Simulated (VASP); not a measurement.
Here is a VASP 6.6.1 calculation.

The input INCAR:

```
PREC = Accurate
ENCUT = 600
EDIFF = 1E-6
ISMEAR = 0
SIGMA = 0.1
LREAL = False
LASPH = True
NELM = 100
ALGO = Normal
ISIF = 3
LWAVE = False
LCHARG = False
GGA = PE
IBRION = 2
NSW = 90
EDIFFG = -0.04
```

KPOINTS

```
Automatic mesh
0
Gamma
  6 6 4
```

The input POSCAR:

```
YAl2N3
1.0
    2.4803699450     -2.5111054289      0.0000000000
    2.4803699450      2.5111054289      0.0000000000
    0.0000000000      0.0000000000      5.9155545449
Y Al N
1 2 3
Direct
    0.5000000000      0.5000000000      0.0000000000
    0.0000000000      0.0000000000      0.3157852690
    0.0000000000      0.0000000000      0.6842147310
    0.0000000000      0.5000000000      0.5000000000
    0.5000000000      0.0000000000      0.5000000000
    0.0000000000      0.0000000000      0.0000000000
```

Potentials or basis: VASP PAW PBE potentials, release 64 (Y_sv, Al, N).

Run with:

```sh
$ cat potpaw_PBE.64/Y_sv/POTCAR potpaw_PBE.64/Al/POTCAR potpaw_PBE.64/N/POTCAR > POTCAR
$ mpirun -np 1 vasp_std > vasp.out
```

Q: What does it give for the relaxed volume?

A: 12.25 Å³/atom.

Q: What does it give for the space group after relaxing (to 0.05 Å)?

A: Cmmm (No. 65).

Q: What does it give for the band gap on the k mesh?

A: Zero (band 16 reaches 8.56 eV, above the bottom of band 17 at 6.94 eV).

Q: Predict the relaxed cell.

A: a = 3.542 Å, b = 3.542 Å, c = 5.860 Å, α = 90.00°, β = 90.00°, γ = 90.55°.

Step by step:
| step | energy change (eV) | largest force (eV/Å) | pressure (GPa) | volume (Å³) |
| --- | --- | --- | --- | --- |
| 1 | 0.0000 | 0.0250 | -0.33 | 73.69 |
| 2 | -0.0051 | 0.1226 | 0.29 | 73.42 |
| 3 | -0.0051 | 0.1354 | 0.34 | 73.40 |
| 4 | -0.0052 | 0.1554 | -0.05 | 73.61 |
| 5 | -0.0058 | 0.0151 | 0.13 | 73.51 |
